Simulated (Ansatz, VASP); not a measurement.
## NbAg3 in VASP and in Ansatz

```
CELL_PARAMETERS angstrom
4.75030 0.00000 0.00000
-2.37515 4.11388 0.00000
0.00000 0.00000 5.03041
ATOMIC_POSITIONS crystal
Nb 0.00000 0.00000 0.50000
Ag 0.00000 0.00000 0.00000
Ag 0.66667 0.33333 0.00000
Ag 0.33333 0.66667 0.00000
```

Alike in both runs: functional PBE; k mesh 6 × 6 × 4; occupations gaussian, width 0.1 eV; no spin polarisation.

Ansatz relaxed the structure, and its values are those at the end. VASP's run is a single point on that final structure, the one shown.

```csv
,VASP,Ansatz
version,VASP 6.6.1,Ansatz 0.2.0
potentials or method,"VASP PAW PBE potentials, release 64 (Nb_sv, Ag), cutoff 520 eV","scalar-relativistic, plane waves, PAW"
valence electrons in the cell,46,70
```

```csv
,VASP,Ansatz,Ansatz less VASP
gap on the k mesh at the Fermi level (eV),none,none,-
pressure (GPa),0.0,0.2,+0.13
```

A gap of «none» marks a metal or a gap that the smearing closes. With one functional, cell and mesh, what is left measures potentials, basis and numerics. VASP's potentials hold 46 valence electrons a cell and Ansatz's 70, so a difference there can come from the potentials and not from the codes.
